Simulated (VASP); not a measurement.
# Sb2Te3O2 (P-4m2) in VASP: single point with PBE

Aim: the single point of Sb2Te3O2 with PBE.

Program: VASP 6.6.1. These are calculated values, not measurements. Logs are shortened: lines on timing, memory, paths and dates and some standing lists are left out, and cuts for length are marked.

## (1) The cell of the first run

The structure is tetragonal, space group P-4m2 (No. 115). Conventional cell: a = 5.959 Å, b = 5.959 Å, c = 9.910 Å, α = 90.00°, β = 90.00°, γ = 90.00°. Within 2.4 Å of Sb (site symmetry 2mm) lie 1 O at 1.82 Å. Te (site symmetry 2mm) has 2 Te at 3.03 Å and 4 Sb at 3.20 to 3.73 Å within 4.0 Å. Te (site symmetry -4m2) has 4 Te at 3.03 Å within 4.0 Å. Within 2.4 Å of O (site symmetry 2mm) lie 1 Sb at 1.82 Å.

The cell was generated, and may not be a known phase.

## (2) Single point, PBE

The input, INCAR:

```
SYSTEM = Sb2Te3O2
PREC = Accurate ; ENCUT = 520
EDIFF = 1E-6 ; ISMEAR = 0
SIGMA = 0.15 ; LREAL = .False.
LASPH = .True. ; NELM = 60
ALGO = Normal ; ISIF = 2
LWAVE = .False. ; LCHARG = .False.
GGA = PE ; NBANDS = 29
```

The input, KPOINTS:

```
Automatic mesh
0
Gamma
  3 3 2
  0 0 0
```

The input, POSCAR:

```
Sb2Te3O2
1.0
    5.9591480070      0.0000000000      0.0000000000
    0.0000000000      5.9591480070      0.0000000000
    0.0000000000      0.0000000000      9.9102847014
Sb Te O
2 3 2
Direct
    0.5000000000      0.5000000000      0.1719510822
    0.5000000000      0.5000000000      0.8280489178
    0.0000000000      0.5000000000      0.9453917055
    0.5000000000      0.0000000000      0.0546082945
    0.0000000000      0.0000000000      0.0000000000
    0.5000000000      0.5000000000      0.3557705049
    0.5000000000      0.5000000000      0.6442294951
```

Potentials or basis: VASP PAW PBE potentials, release 64 (Sb, Te, O).

The run is started by

```bash
cat potpaw_PBE.64/Sb/POTCAR potpaw_PBE.64/Te/POTCAR potpaw_PBE.64/O/POTCAR > POTCAR
mpirun -np 1 vasp_std > vasp.out
```

OUTCAR:

```text
SYSTEM = Sb2Te3O2
   PREC = Accurate
   ENCUT = 520
   EDIFF = 1E-6
   ISMEAR = 0
   LREAL = .False.
   LASPH = .True.
   NELM = 60
   ISIF = 2
   GGA = PE

 ion  position               nearest neighbor table
   1  0.500  0.500  0.172-   6 1.82   4 3.20   4 3.20   2 3.41   3 3.73   3 3.73
   2  0.500  0.500  0.828-   7 1.82   3 3.20   3 3.20   1 3.41   4 3.73   4 3.73
   3  0.000  0.500  0.945-   5 3.03   5 3.03   2 3.20   2 3.20   1 3.73   1 3.73
   4  0.500  0.000  0.055-   5 3.03   5 3.03   1 3.20   1 3.20   2 3.73   2 3.73
   5  0.000  0.000  0.000-   3 3.03   4 3.03   3 3.03   4 3.03
   6  0.500  0.500  0.356-   1 1.82
   7  0.500  0.500  0.644-   2 1.82

  LATTYP: Found a simple tetragonal cell.
 ALAT       =     5.9591480070
 C/A-ratio  =     1.6630371808

  Lattice vectors:

 A1 = (   5.9591480070,   0.0000000000,   0.0000000000)
 A2 = (   0.0000000000,   5.9591480070,   0.0000000000)
 A3 = (   0.0000000000,   0.0000000000,   9.9102847014)

Analysis of symmetry for initial positions (statically):
=====================================================================
 Subroutine PRICEL returns:
 Original cell was already a primitive cell.

 Routine SETGRP: Setting up the symmetry group for a
 simple tetragonal supercell.

 Subroutine GETGRP returns: Found  8 space group operations
 (whereof  8 operations were pure point group operations)
 out of a pool of 16 trial point group operations.

The static configuration has the point symmetry D_2d.

Analysis of symmetry for dynamics (positions and initial velocities):
=====================================================================
 Subroutine PRICEL returns:
 Original cell was already a primitive cell.

 Routine SETGRP: Setting up the symmetry group for a
 simple tetragonal supercell.

 Subroutine GETGRP returns: Found  8 space group operations
 (whereof  8 operations were pure point group operations)
 out of a pool of 16 trial point group operations.

The dynamic configuration has the point symmetry D_2d.

 Subroutine INISYM returns: Found  8 space group operations
 (whereof  8 operations are pure point group operations),
 and found     1 'primitive' translations

----------------------------------------------------------------------------------------

                                     Primitive cell

  volume of cell :     351.9285

  direct lattice vectors                    reciprocal lattice vectors
     5.959148007  0.000000000  0.000000000     0.167809224  0.000000000  0.000000000
     0.000000000  5.959148007  0.000000000     0.000000000  0.167809224  0.000000000
     0.000000000  0.000000000  9.910284701     0.000000000  0.000000000  0.100905275

  length of vectors
     5.959148007  5.959148007  9.910284701     0.167809224  0.167809224  0.100905275

  position of ions in fractional coordinates (direct lattice)
     0.500000000  0.500000000  0.171951082
     0.500000000  0.500000000  0.828048918
     0.000000000  0.500000000  0.945391706
     0.500000000  0.000000000  0.054608294
     0.000000000  0.000000000  0.000000000
     0.500000000  0.500000000  0.355770505
     0.500000000  0.500000000  0.644229495

  ion indices of the primitive-cell ions
   primitive index   ion index
                 1           1
                 2           2
                 3           3
                 4           4
                 5           5
                 6           6
                 7           7

----------------------------------------------------------------------------------------

 KPOINTS: Automatic mesh

Automatic generation of k-mesh.
 Grid dimensions read from file:
 generate k-points for:    3    3    2

 Generating k-lattice:

  Cartesian coordinates                     Fractional coordinates (reciprocal lattice)
     0.055936408  0.000000000  0.000000000     0.333333333  0.000000000  0.000000000
     0.000000000  0.055936408  0.000000000     0.000000000  0.333333333  0.000000000
     0.000000000  0.000000000  0.050452637     0.000000000  0.000000000  0.500000000

  Length of vectors
     0.055936408  0.055936408  0.050452637

  Shift w.r.t. Gamma in fractional coordinates (k-lattice)
     0.000000000  0.000000000  0.000000000

 Subroutine IBZKPT returns following result:
 ===========================================

 Found      6 irreducible k-points:

 Following reciprocal coordinates:
            Coordinates               Weight
  0.000000  0.000000  0.000000      1.000000
  0.333333  0.000000  0.000000      4.000000
  0.333333  0.333333  0.000000      4.000000
  0.000000  0.000000  0.500000      1.000000
  0.333333  0.000000  0.500000      4.000000
  0.333333  0.333333  0.500000      4.000000
   k-points           NKPTS =      6   k-points in BZ     NKDIM =      6   number of bands    NBANDS=     29
   number of dos      NEDOS =    301   number of ions     NIONS =      7
   total plane-waves  NPLWV = 184320
   dimension x,y,z NGX =    48 NGY =   48 NGZ =   80
   dimension x,y,z NGXF=    96 NGYF=   96 NGZF=  160
   ions per type =               2   3   2
   NGX,Y,Z   is equivalent  to a cutoff of  13.39, 13.39, 13.42 a.u.
   NGXF,Y,Z  is equivalent  to a cutoff of  26.78, 26.78, 26.84 a.u.
 SYSTEM =  Sb2Te3O2
   PREC   = accura    normal or accurate (medium, high low for compatibility)
   ISTART =      0    job   : 0-new  1-cont  2-samecut
   ICHARG =      2    charge: 1-file 2-atom 10-const
   ISPIN  =      1    spin polarized calculation?
   LNONCOLLINEAR =      F non collinear calculations
   LSORBIT =      F    spin-orbit coupling
   LASPH  =      T    aspherical Exc in radial PAW
   ENCUT  =  520.0 eV  38.22 Ry    6.18 a.u.  11.08 11.08 18.43*2*pi/ulx,y,z
   NELM   =     60;   NELMIN=  2; NELMDL= -5     # of ELM steps
   EDIFF  = 0.1E-05   stopping-criterion for ELM
   LREAL  =      F    real-space projection
   EDIFFG = 0.1E-04   stopping-criterion for IOM
   NSW    =      0    number of steps for IOM
   IBRION =     -1    ionic relax: 0-MD 1-quasi-New 2-CG
   NFREE  =      0    steps in history (QN), initial steepest desc. (CG)
   ISIF   =      2    stress and relaxation
   ISYM   =      2    0-nonsym 1-usesym 2-fastsym
   POTIM  = 0.5000    time-step for ionic-motion
   TEBEG  =    0.0;   TEEND  =   0.0 temperature during run
   PSTRESS=    0.0 pullay stress
   NELECT =      40.0000    total number of electrons
   NUPDOWN=      -1.0000    fix difference up-down
   EMIN   =  10.00;   EMAX   =-10.00  energy-range for DOS
   EFERMI =   0.00;   METHOD = LEGACY
   ISMEAR =     0;   SIGMA  =   0.15  broadening in eV -4-tet -1-fermi 0-gaus
   EFERMI_NEDOS =   21; number of points for ismear=-14 and -15
   IALGO  =     38    algorithm
   IMIX   =      4    mixing-type and parameters
     AMIX     =   0.40;   BMIX     =  1.00
     AMIX_MAG =   1.60;   BMIX_MAG =  1.00
  volume/ion in A,a.u.               =      50.28       339.28
  Fermi-wavevector in a.u.,A,eV,Ry     =   0.793006  1.498565  8.556147  0.628859
  Thomas-Fermi vector in A             =   1.898857
   LORBIT       =      0    0 simple, 1 ext, 2 COOP (PROOUT), +10 PAW based schemes
   GGA     = PE    functional components
   LHFCALC =     F    Hartree Fock is set to
   AEXX    =    0.0000 exact exchange contribution
   IVDW    =     0    specifies the selected vdW correction
   LEPSILON=     F    determine dielectric tensor
   LRPA    =     F    only Hartree local field effects (RPA)
 non-spin polarized calculation
 Gauss-broadening in eV      SIGMA  =   0.15
  energy-cutoff  :      520.00
  volume of cell :      351.93
 maximum number of plane-waves:      9502
 NGX is ok and might be reduce to    48
   NGX = 23   NGY = 23   NGZ = 37

 number of electron      39.9999990 magnetization

 Free energy of the ion-electron system (eV)
  ---------------------------------------------------
  ext. energy  EPLUGINS =         0.00000000
  ---------------------------------------------------
  free energy    TOTEN  =       -28.06537957 eV

  energy without entropy =      -28.05380294  energy(sigma->0) =      -28.05959125

 E-fermi :   0.3848     XC(G=0):  -5.9210

 val. band max:        0.2692502709   @ k =   0.0000   0.0000   0.0000
 cond. band min:       0.5851632853   @ k =   0.3333   0.0000   0.5000
 fundamental gap:      0.3159130143
 Fermi energy:         0.3848328998

 k-point     1 :       0.0000    0.0000    0.0000
  band No.  band energies     occupation
      1     -17.6462      2.00000
      2     -17.5674      2.00000
      3     -12.6052      2.00000
      4     -10.6743      2.00000
      5      -9.6314      2.00000
      6      -7.6384      2.00000
[... 21 lines left out ...]
     28       3.7887      0.00000
     29       5.2030      0.00000

 k-point     2 :       0.3333    0.0000    0.0000
  band No.  band energies     occupation
      1     -17.6454      2.00000
      2     -17.5669      2.00000
      3     -12.2884      2.00000
      4     -11.0478      2.00000
      5      -9.7565      2.00000
      6      -8.2653      2.00000
[... 21 lines left out ...]
     28       5.0152      0.00000
     29       5.1497      0.00000

 k-point     3 :       0.3333    0.3333    0.0000
  band No.  band energies     occupation
      1     -17.6448      2.00000
      2     -17.5664      2.00000
      3     -11.9366      2.00000
      4     -10.9700      2.00000
      5     -10.4440      2.00000
      6      -8.7503      2.00000
[... 21 lines left out ...]
     28       5.0313      0.00000
     29       5.6571      0.00000

 k-point     4 :       0.0000    0.0000    0.5000
  band No.  band energies     occupation
      1     -17.6437      2.00000
      2     -17.5700      2.00000
      3     -12.6037      2.00000
      4     -10.6766      2.00000
      5      -9.6157      2.00000
      6      -7.7623      2.00000
[... 21 lines left out ...]
     28       3.8045      0.00000
     29       4.4257      0.00000

 k-point     5 :       0.3333    0.0000    0.5000
  band No.  band energies     occupation
      1     -17.6432      2.00000
      2     -17.5692      2.00000
      3     -12.2875      2.00000
      4     -11.0462      2.00000
      5      -9.7514      2.00000
      6      -8.2228      2.00000
[... 21 lines left out ...]
     28       4.8733      0.00000
     29       5.0168      0.00000

 k-point     6 :       0.3333    0.3333    0.5000
  band No.  band energies     occupation
      1     -17.6428      2.00000
      2     -17.5686      2.00000
      3     -11.9360      2.00000
      4     -10.9703      2.00000
      5     -10.4410      2.00000
      6      -8.6937      2.00000
[... 21 lines left out ...]
     28       5.2216      0.00000
     29       5.2920      0.00000

------------------------ aborting loop because EDIFF is reached ----------------------------------------

  FORCE on cell =-STRESS in cart. coord.  units (eV):
  Direction    XX          YY          ZZ          XY          YZ          ZX
  --------------------------------------------------------------------------------------
  -------------------------------------------------------------------------------------
  Total       -0.1441865     -0.1441865      2.4422267      0.0000000     -0.0000000      0.0000000
  in kB       -0.6564183     -0.6564183     11.1183947      0.0000000     -0.0000000      0.0000000
  external PRESSURE =       3.2685194 kB  Pullay stress =       0.0000000 kB

 VOLUME and BASIS-vectors are now :
 -----------------------------------------------------------------------------
  energy-cutoff  :      520.00
  volume of cell :      351.93
      direct lattice vectors                 reciprocal lattice vectors
     5.959148007  0.000000000  0.000000000     0.167809224  0.000000000  0.000000000
     0.000000000  5.959148007  0.000000000     0.000000000  0.167809224  0.000000000
     0.000000000  0.000000000  9.910284701     0.000000000  0.000000000  0.100905275

 POSITION                                       TOTAL-FORCE (eV/Angst)
 -----------------------------------------------------------------------------------
      2.97957      2.97957      1.70408         0.000000     -0.000000     -0.489542
      2.97957      2.97957      8.20620         0.000000      0.000000      0.489542
      0.00000      2.97957      9.36910         0.000000     -0.000000     -0.043814
      2.97957      0.00000      0.54118         0.000000     -0.000000      0.043814
      0.00000      0.00000      0.00000         0.000000     -0.000000      0.000000
      2.97957      2.97957      3.52579         0.000000     -0.000000      0.379361
      2.97957      2.97957      6.38450         0.000000      0.000000     -0.379361
 -----------------------------------------------------------------------------------
    total drift:                                0.000000     -0.000000      0.000000

  FREE ENERGIE OF THE ION-ELECTRON SYSTEM (eV)
  ---------------------------------------------------
  free  energy   TOTEN  =       -28.0653795718 eV

  energy  without entropy=      -28.0538029364  energy(sigma->0) =      -28.05959125
```

Wall time 2.3 min (1 thread of Intel Xeon Platinum 8375C at 2.90GHz (Ice Lake), shared host); peak memory 0.47 GiB.

Results:

```yaml
Free_energy: -28.0654 eV
Pressure: 0.3 GPa
Largest_force: 0.490 eV/Å
Band_gap_on_the_k_mesh: 0.32 eV (least direct gap 0.36 eV)
```

Forces on the atoms (eV/Å):
```
Sb   0.000  0.000 -0.490
Sb   0.000  0.000  0.490
Te   0.000  0.000 -0.044
Te   0.000  0.000  0.044
Te   0.000  0.000  0.000
O    0.000  0.000  0.379
O    0.000  0.000 -0.379
```

Levels at points of the mesh, in eV from the valence-band top:
| k point | band 16 | band 17 | band 18 | band 19 | band 20 | band 21 | band 22 | band 23 | band 24 | band 25 |
| --- | --- | --- | --- | --- | --- | --- | --- | --- | --- | --- |
| (0.00, 0.00, 0.00) | -1.92 | -1.92 | -1.86 | -1.70 | 0.00 | 0.37 | 0.37 | 2.32 | 2.68 | 2.68 |
| (0.00, 0.00, 0.50) | -2.15 | -1.86 | -1.86 | -1.65 | -0.02 | 0.33 | 0.33 | 2.66 | 2.69 | 2.69 |

Caveat: semilocal functionals underestimate gaps, and a narrow one can read as zero; spin-orbit coupling is left out, which moves the levels of the heavy elements; this functional lacks dispersion, which binds layers or chains, so the pressure and a relaxed spacing across them are unreliable.
